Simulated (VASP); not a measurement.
# C (Cmme) in VASP: notebook

Runs on C. Level: PBEsol. Tasks: single point.

Program: VASP 6.6.1. These are calculated values, not measurements. Logs are shortened: lines on timing, memory, paths and dates and some standing lists are left out, and cuts for length are marked.

### Step 1. The cell of the first run

The typed cell holds 4 atoms: a = 2.363 Å, b = 2.363 Å, c = 7.042 Å, α = 90.00°, β = 90.00°, γ = 118.65°.

### Step 2. Single point, PBEsol

Contents of INCAR:

```
  ALGO = Normal
  EDIFF = 1E-6
  ENCUT = 520
  GGA = PS
  ISIF = 2
  ISMEAR = 0
  LASPH = True
  LCHARG = True
  LELF = True
  LREAL = False
  LVHAR = True
  LWAVE = False
  NBANDS = 16
  NELM = 60
  PREC = Accurate
  SIGMA = 0.15
```

Contents of KPOINTS:

```
k-points
0
Gamma
  21 21 6
```

Contents of POSCAR:

```
C
1.0
    1.2053903195     -2.0323026948      0.0000000000
    1.2053903195      2.0323026948      0.0000000000
    0.0000000000      0.0000000000      7.0424432682
C
4
Direct
    0.0833216498      0.9166783502      0.7498439858
    0.5833216498      0.4166783502      0.2501560142
    0.9166783502      0.0833216498      0.2501560142
    0.4166783502      0.5833216498      0.7498439858
```

Potentials or basis: VASP PAW PBE potentials, release 64 (C).

The run is started by

```console
$ cat potpaw_PBE.64/C/POTCAR > POTCAR
$ mpirun -np 1 vasp_std > vasp.out
```

OUTCAR:

```text
EDIFF = 1E-6
   ENCUT = 520
   GGA = PS
   ISIF = 2
   ISMEAR = 0
   LASPH = True
   LREAL = False
   NELM = 60
   PREC = Accurate

 ion  position               nearest neighbor table
   1  0.083  0.917  0.750-   4 1.35   4 1.38   4 1.38
   2  0.583  0.417  0.250-   3 1.35   3 1.38   3 1.38
   3  0.917  0.083  0.250-   2 1.35   2 1.38   2 1.38
   4  0.417  0.583  0.750-   1 1.35   1 1.38   1 1.38

  LATTYP: Found a base centered orthorhombic cell.
 ALAT       =     2.4107806390
 B/A-ratio  =     1.6860121256
 C/A-ratio  =     2.9212293953

  Lattice vectors:

 A1 = (   1.2053903195,  -2.0323026948,   0.0000000000)
 A2 = (   1.2053903195,   2.0323026948,   0.0000000000)
 A3 = (   0.0000000000,   0.0000000000,   7.0424432682)

Analysis of symmetry for initial positions (statically):
=====================================================================
 Subroutine PRICEL returns:
 Original cell was already a primitive cell.

 Routine SETGRP: Setting up the symmetry group for a
 base centered orthorhombic supercell.

 Subroutine GETGRP returns: Found  8 space group operations
 (whereof  4 operations were pure point group operations)
 out of a pool of  8 trial point group operations.

The static configuration has the point symmetry C_2h.
 The point group associated with its full space group is D_2h.

Analysis of symmetry for dynamics (positions and initial velocities):
=====================================================================
 Subroutine PRICEL returns:
 Original cell was already a primitive cell.

 Routine SETGRP: Setting up the symmetry group for a
 base centered orthorhombic supercell.

 Subroutine GETGRP returns: Found  8 space group operations
 (whereof  4 operations were pure point group operations)
 out of a pool of  8 trial point group operations.

The dynamic configuration has the point symmetry C_2h.
 The point group associated with its full space group is D_2h.

 Subroutine INISYM returns: Found  8 space group operations
 (whereof  4 operations are pure point group operations),
 and found     1 'primitive' translations

----------------------------------------------------------------------------------------

                                     Primitive cell

  volume of cell :      34.5040

  direct lattice vectors                    reciprocal lattice vectors
     1.205390319 -2.032302695  0.000000000     0.414803398 -0.246026343  0.000000000
     1.205390319  2.032302695  0.000000000     0.414803398  0.246026343  0.000000000
     0.000000000  0.000000000  7.042443268     0.000000000  0.000000000  0.141996174

  length of vectors
     2.362883845  2.362883845  7.042443268     0.482276705  0.482276705  0.141996174

  position of ions in fractional coordinates (direct lattice)
     0.083321650  0.916678350  0.749843986
     0.583321650  0.416678350  0.250156014
     0.916678350  0.083321650  0.250156014
     0.416678350  0.583321650  0.749843986

  ion indices of the primitive-cell ions
   primitive index   ion index
                 1           1
                 2           2
                 3           3
                 4           4

----------------------------------------------------------------------------------------

 KPOINTS: k-points

Automatic generation of k-mesh.
 Grid dimensions read from file:
 generate k-points for:   21   21    6

 Generating k-lattice:

  Cartesian coordinates                     Fractional coordinates (reciprocal lattice)
     0.019752543 -0.011715540  0.000000000     0.047619048  0.000000000  0.000000000
     0.019752543  0.011715540  0.000000000     0.000000000  0.047619048  0.000000000
     0.000000000  0.000000000  0.023666029     0.000000000  0.000000000  0.166666667

  Length of vectors
     0.022965557  0.022965557  0.023666029

  Shift w.r.t. Gamma in fractional coordinates (k-lattice)
     0.000000000  0.000000000  0.000000000

 Subroutine IBZKPT returns following result:
 ===========================================

 Found    484 irreducible k-points:

 Following reciprocal coordinates:
            Coordinates               Weight
  0.000000  0.000000  0.000000      1.000000
  0.047619 -0.000000  0.000000      4.000000
  0.095238 -0.000000  0.000000      4.000000
  0.142857  0.000000  0.000000      4.000000
  0.190476 -0.000000  0.000000      4.000000
  0.238095 -0.000000  0.000000      4.000000
[... 16 lines left out ...]
 -0.428571  0.047619  0.000000      4.000000
 -0.380952  0.047619  0.000000      4.000000
 [... further k-points ...]
   k-points           NKPTS =    484   k-points in BZ     NKDIM =    484   number of bands    NBANDS=     16
   number of dos      NEDOS =    301   number of ions     NIONS =      4
   total plane-waves  NPLWV =  17496
   dimension x,y,z NGX =    18 NGY =   18 NGZ =   54
   dimension x,y,z NGXF=    36 NGYF=   36 NGZF=  108
   ions per type =               4
   NGX,Y,Z   is equivalent  to a cutoff of  12.66, 12.66, 12.75 a.u.
   NGXF,Y,Z  is equivalent  to a cutoff of  25.33, 25.33, 25.49 a.u.
 SYSTEM =  unknown system
   PREC   = accura    normal or accurate (medium, high low for compatibility)
   ISTART =      0    job   : 0-new  1-cont  2-samecut
   ICHARG =      2    charge: 1-file 2-atom 10-const
   ISPIN  =      1    spin polarized calculation?
   LNONCOLLINEAR =      F non collinear calculations
   LSORBIT =      F    spin-orbit coupling
   LASPH  =      T    aspherical Exc in radial PAW
   ENCUT  =  520.0 eV  38.22 Ry    6.18 a.u.   4.39  4.39 13.09*2*pi/ulx,y,z
   NELM   =     60;   NELMIN=  2; NELMDL= -5     # of ELM steps
   EDIFF  = 0.1E-05   stopping-criterion for ELM
   LREAL  =      F    real-space projection
   EDIFFG = 0.1E-04   stopping-criterion for IOM
   NSW    =      0    number of steps for IOM
   IBRION =     -1    ionic relax: 0-MD 1-quasi-New 2-CG
   NFREE  =      0    steps in history (QN), initial steepest desc. (CG)
   ISIF   =      2    stress and relaxation
   ISYM   =      2    0-nonsym 1-usesym 2-fastsym
   POTIM  = 0.5000    time-step for ionic-motion
   TEBEG  =    0.0;   TEEND  =   0.0 temperature during run
   PSTRESS=    0.0 pullay stress
   NELECT =      16.0000    total number of electrons
   NUPDOWN=      -1.0000    fix difference up-down
   EMIN   =  10.00;   EMAX   =-10.00  energy-range for DOS
   EFERMI =   0.00;   METHOD = LEGACY
   ISMEAR =     0;   SIGMA  =   0.15  broadening in eV -4-tet -1-fermi 0-gaus
   EFERMI_NEDOS =   21; number of points for ismear=-14 and -15
   IALGO  =     38    algorithm
   IMIX   =      4    mixing-type and parameters
     AMIX     =   0.40;   BMIX     =  1.00
     AMIX_MAG =   1.60;   BMIX_MAG =  1.00
  volume/ion in A,a.u.               =       8.63        58.21
  Fermi-wavevector in a.u.,A,eV,Ry     =   1.267141  2.394550 21.846151  1.605647
  Thomas-Fermi vector in A             =   2.400305
   LORBIT       =      0    0 simple, 1 ext, 2 COOP (PROOUT), +10 PAW based schemes
   GGA     = PS    functional components
   LHFCALC =     F    Hartree Fock is set to
   AEXX    =    0.0000 exact exchange contribution
   IVDW    =     0    specifies the selected vdW correction
   LEPSILON=     F    determine dielectric tensor
   LRPA    =     F    only Hartree local field effects (RPA)
 non-spin polarized calculation
 Gauss-broadening in eV      SIGMA  =   0.15
  energy-cutoff  :      520.00
  volume of cell :       34.50
 maximum number of plane-waves:       962
 NGX is ok and might be reduce to    18

 number of electron      16.0000004 magnetization

 Free energy of the ion-electron system (eV)
  ---------------------------------------------------
  ext. energy  EPLUGINS =         0.00000000
  ---------------------------------------------------
  free energy    TOTEN  =       -38.19820996 eV

  energy without entropy =      -38.19754476  energy(sigma->0) =      -38.19787736

 E-fermi :   4.7510     XC(G=0): -10.4097

 val. band max:        4.7325990975   @ k =   0.3333   0.3333   0.3333
 cond. band min:       4.7867853917   @ k =   0.3333   0.3333   0.3333
 fundamental gap:      0.0541862942
 Fermi energy:         4.7510219075

 k-point     1 :       0.0000    0.0000    0.0000
  band No.  band energies     occupation
      1     -15.6156      2.00000
      2     -15.4166      2.00000
      3      -4.2777      2.00000
      4      -2.7792      2.00000
      5       1.8406      2.00000
      6       1.8594      2.00000
[... 8 lines left out ...]
     15      17.6023      0.00000
     16      17.7221      0.00000

 k-point     2 :       0.0476   -0.0000    0.0000
  band No.  band energies     occupation
      1     -15.5590      2.00000
      2     -15.3607      2.00000
      3      -4.2073      2.00000
      4      -2.7120      2.00000
      5       1.6233      2.00000
      6       1.6426      2.00000
[... 8 lines left out ...]
     15      17.3695      0.00000
     16      17.5106      0.00000

 k-point     3 :       0.0952   -0.0000    0.0000
  band No.  band energies     occupation
      1     -15.3891      2.00000
      2     -15.1929      2.00000
      3      -3.9964      2.00000
      4      -2.5111      2.00000
      5       0.9668      2.00000
      6       0.9904      2.00000
[... 8 lines left out ...]
     15      16.7007      0.00000
     16      16.9068      0.00000

 k-point     4 :       0.1429    0.0000    0.0000
  band No.  band energies     occupation
      1     -15.1066      2.00000
      2     -14.9140      2.00000
      3      -3.6466      2.00000
      4      -2.1784      2.00000
      5      -0.0178      2.00000
      6       0.0150      2.00000
[... 8 lines left out ...]
     15      16.0760      0.00000
     16      16.0913      0.00000
[... 324 lines left out ...]
 k-point    22 :      -0.4762    0.0476    0.0000
  band No.  band energies     occupation
      1     -10.6104      2.00000
      2     -10.4801      2.00000
      3      -8.3054      2.00000
      4      -8.1992      2.00000
      5      -1.8043      2.00000
      6      -1.7884      2.00000
[... 8 lines left out ...]
     15      18.4081      0.00000
     16      20.1151      0.00000

 k-point    23 :      -0.4286    0.0476    0.0000
  band No.  band energies     occupation
      1     -11.5541      2.00000
      2     -11.4069      2.00000
      3      -7.1234      2.00000
      4      -7.0243      2.00000
      5      -1.6248      2.00000
      6      -1.6097      2.00000
[... 8 lines left out ...]
     15      18.6105      0.00000
     16      20.9378      0.00000

 k-point    24 :      -0.3810    0.0476    0.0000
  band No.  band energies     occupation
      1     -12.4211      2.00000
      2     -12.2626      2.00000
      3      -5.8556      2.00000
      4      -5.7685      2.00000
      5      -1.3379      2.00000
      6      -1.3236      2.00000
[... 8 lines left out ...]
     15      19.7437      0.00000
     16      21.8110      0.00000

 [... further k-points ...]
[... 5 lines left out ...]
  --------------------------------------------------------------------------------------
  -------------------------------------------------------------------------------------
  Total        7.2106372     13.2034237      0.0638435      0.0000000      0.0000000      0.0000000
  in kB      334.8226148    613.0948926      2.9645412      0.0000000      0.0000000      0.0000000
  external PRESSURE =     316.9606828 kB  Pullay stress =       0.0000000 kB

 VOLUME and BASIS-vectors are now :
 -----------------------------------------------------------------------------
  energy-cutoff  :      520.00
  volume of cell :       34.50
      direct lattice vectors                 reciprocal lattice vectors
     1.205390319 -2.032302695  0.000000000     0.414803398 -0.246026343  0.000000000
     1.205390319  2.032302695  0.000000000     0.414803398  0.246026343  0.000000000
     0.000000000  0.000000000  7.042443268     0.000000000  0.000000000  0.141996174

 POSITION                                       TOTAL-FORCE (eV/Angst)
 -----------------------------------------------------------------------------------
      1.20539      1.69363      5.28073         0.000000      0.621158      0.000294
      1.20539     -0.33867      1.76171         0.000000      0.621158     -0.000294
      1.20539     -1.69363      1.76171         0.000000     -0.621158     -0.000294
      1.20539      0.33867      5.28073         0.000000     -0.621158      0.000294
 -----------------------------------------------------------------------------------
    total drift:                                0.000000     -0.000000     -0.000000

  FREE ENERGIE OF THE ION-ELECTRON SYSTEM (eV)
  ---------------------------------------------------
  free  energy   TOTEN  =       -38.1982099624 eV

  energy  without entropy=      -38.1975447570  energy(sigma->0) =      -38.19787736
```

It took 1.7 min on 1 thread of Intel Xeon 6975P-C (Granite Rapids), shared host; peak memory 0.29 GiB.

What came out:

```
Free energy            : -38.1982 eV
Pressure               : 31.7 GPa
Largest force          : 0.621 eV/Å
Band gap on the k mesh : 0.05 eV
```

Forces on the atoms (eV/Å):
```
C    0.000  0.621  0.000
C    0.000  0.621  0.000
C    0.000 -0.621  0.000
C    0.000 -0.621  0.000
```

Caveat: the PAW data sets were made with another functional, which shifts forces and pressure a little; this functional lacks dispersion, which binds the layers, so the pressure and a relaxed spacing across them are unreliable.

### Step 3. Single point, PBEsol

This run uses another cell than the first one, of the same volume but with other edges.

Contents of INCAR:

```
SYSTEM = C
PREC = Accurate
ENCUT = 520
EDIFF = 1E-6
ISMEAR = 0
SIGMA = 0.15
LREAL = .False.
LASPH = .True.
NELM = 80
ALGO = Normal
ISIF = 2
LWAVE = .False.
LCHARG = .False.
GGA = PS
NBANDS = 16
```

Contents of KPOINTS:

```
Automatic mesh
0
Gamma
  21 21 6
  0 0 0
```

Contents of POSCAR:

```
C
1.0
    1.1426803822     -2.0873239536      0.0000000000
    1.1426803822      2.0873239536      0.0000000000
    0.0000000000      0.0000000000      7.2331058572
C
4
Direct
    0.0833216498      0.9166783502      0.7498439858
    0.5833216498      0.4166783502      0.2501560142
    0.9166783502      0.0833216498      0.2501560142
    0.4166783502      0.5833216498      0.7498439858
```

Potentials or basis: VASP PAW PBE potentials, release 64 (C).

The run is started by

```console
$ cat potpaw_PBE.64/C/POTCAR > POTCAR
$ mpirun -np 1 vasp_std > vasp.out
```

It took 1.8 min on 1 thread of Intel Xeon 6975P-C (Granite Rapids), shared host; peak memory 0.29 GiB.

Results (log left out):

* Free energy: -37.7454 eV
* Pressure: 45.8 GPa
* Largest force: 1.290 eV/Å
* Band gap on the k mesh: 0.24 eV

Forces on the atoms (eV/Å):
```
C    0.000 -1.290  0.000
C    0.000 -1.290  0.000
C    0.000  1.290  0.000
C    0.000  1.290  0.000
```

Stress tensor (GPa, compression positive):
```
97.19  0.00  0.00
 0.00 40.26  0.00
 0.00  0.00  0.09
```

Levels at points of the mesh, in eV from the valence-band top:
```tsv
k point	band 5	band 6	band 7	band 8	band 9	band 10	band 11	band 12
(0.00, 0.00, 0.00)	-3.14	-3.13	-2.74	-2.73	2.95	8.14	8.39	8.43
(0.00, 0.00, 0.50)	-3.13	-3.13	-2.74	-2.74	5.03	5.04	8.41	8.41
```

Caveat: the PAW data sets were made with another functional, which shifts forces and pressure a little; this functional lacks dispersion, which binds the layers, so the pressure and a relaxed spacing across them are unreliable. A k mesh can miss the band edges.
